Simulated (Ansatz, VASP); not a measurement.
This is a calculation of PbF2 for Ansatz 0.2.0.

The input input.yaml:

```yaml
crystal:
  lattice:
    - [0.0, 2.96366, 2.96366]
    - [2.96366, 0.0, 2.96366]
    - [2.96366, 2.96366, 0.0]
  atoms:
    - { symbol: Pb, position: [0.0, 0.0, 0.0] }
    - { symbol: F, position: [0.75, 0.75, 0.75] }
    - { symbol: F, position: [0.25, 0.25, 0.25] }
hamiltonian:
  xc: pbesol
  pseudopotentials: { kind: paw }
  dispersion: d3bj
kpoints:
  mp_grid: { grid: [8, 8, 8] }
scf:
  occupations: { method: fermi_dirac, width: 0.05 }
output:
  forces: true
  stress: true
relax:
  f_tol: 0.01
  max_steps: 40
  cell: { stress_tol: 0.05 }
```

Potentials or basis: Ansatz PAW.

Command:

```console
$ ansatz run input.yaml --threads 2 --pin off --max-ram 5632MiB --backend cpu --events-out ev --progress --plain --runs-dir out
```

Question: Set up the same calculation for VASP 6.6.1. Potentials there: VASP PAW PBE potentials, release 64 (Pb_d, F).

Answer: As run (the cutoff follows the program's own potentials):

INCAR

```
PREC = Accurate
ENCUT = 600
EDIFF = 1E-7
ISMEAR = -1
SIGMA = 0.05
LREAL = F
LASPH = T
NELM = 120
ALGO = Normal
ISIF = 3
LWAVE = F
LCHARG = F
GGA = PS
IVDW = 12
IBRION = 2
NSW = 60
EDIFFG = -0.01
GGA_COMPAT = F
NELMIN = 4
```

Contents of KPOINTS:

```
Automatic mesh
0
Gamma
  8 8 8
```

Contents of POSCAR:

```
PbF2
1.0
    0.0000000000      2.9636600000      2.9636600000
    2.9636600000      0.0000000000      2.9636600000
    2.9636600000      2.9636600000      0.0000000000
Pb F
1 2
Direct
    0.0000000000      0.0000000000      0.0000000000
    0.7500000000      0.7500000000      0.7500000000
    0.2500000000      0.2500000000      0.2500000000
```

Potentials or basis: VASP PAW PBE potentials, release 64 (Pb_d, F).

Run with:

```bash
$ cat potpaw_PBE.64/Pb_d/POTCAR potpaw_PBE.64/F/POTCAR > POTCAR
$ mpirun -np 1 vasp_std > vasp.out
```

Both were run:

|  | VASP | Ansatz | Ansatz less VASP |
| --- | --- | --- | --- |
| relaxed volume (Å³/atom) | 16.74 | 16.80 | +0.054 |
| relaxed length of the cell vector where the two differ most in proportion (Å) | 4.142 | 4.146 | +0.0045 |

VASP's potentials were made for PBE, not for PBEsol.

Spin-orbit coupling is off throughout. Noted on Ansatz's run: the plane-wave basis is chosen anew once the cell has moved, so the energies of steps on either side of that aren't comparable.
